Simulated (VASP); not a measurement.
Input of a VASP 6.6.1 run:

The input POSCAR:

```
AlN
1.0
    0.0000000000      2.1839935596      2.4023929156
    2.1839935596      0.0000000000      2.4023929156
    2.1839935596      2.1839935596      0.0000000000
Al N
1 1
Direct
    0.0000000000      0.0000000000      0.0000000000
    0.7500000000      0.7500000000      0.7500000000
```

File INCAR.step1:

```
  ALGO = Normal
  EDIFF = 1E-4
  ENCUT = 520
  GGA = PE
  ISMEAR = 0
  LASPH = True
  LCHARG = False
  LREAL = False
  LWAVE = True
  NBANDS = 11
  NELM = 100
  PREC = Accurate
  SIGMA = 0.05
```

The input INCAR.step2:

```
  ALGO = Normal
  EDIFF = 1E-6
  ENCUT = 520
  ISIF = 2
  ISMEAR = 0
  ISTART = 1
  LASPH = True
  LCHARG = False
  LMIXTAU = True
  LREAL = False
  LWAVE = False
  METAGGA = R2SCAN
  NBANDS = 11
  NELM = 100
  PREC = Accurate
  SIGMA = 0.05
```

File KPOINTS:

```
k-points
0
Gamma
  10 10 10
```

Potentials or basis: VASP PAW PBE potentials, release 64 (Al, N).

Launch:

```sh
$ cat potpaw_PBE.64/Al/POTCAR potpaw_PBE.64/N/POTCAR > POTCAR
$ cp INCAR.step1 INCAR
$ mpirun -np 1 vasp_std > vasp.out
$ cp INCAR.step2 INCAR
$ mpirun -np 1 vasp_std > vasp.out
```

Q: Predict the band gap on the k mesh.

A: 3.55 eV, indirect (least direct gap 3.79 eV).

Q: Estimate the pressure.

A: -17.4 GPa.

Stress tensor (GPa, compression positive):
```
-11.28   0.00   0.00
  0.00 -11.28   0.00
  0.00   0.00 -29.65
```

Caveat: the cell differs from its parent crystal (strain +0.1000 x Voigt [0, 0, 1, 0, 0, 0]); the PAW data sets were made with another functional, which shifts forces and pressure a little. A k mesh can miss the band edges.
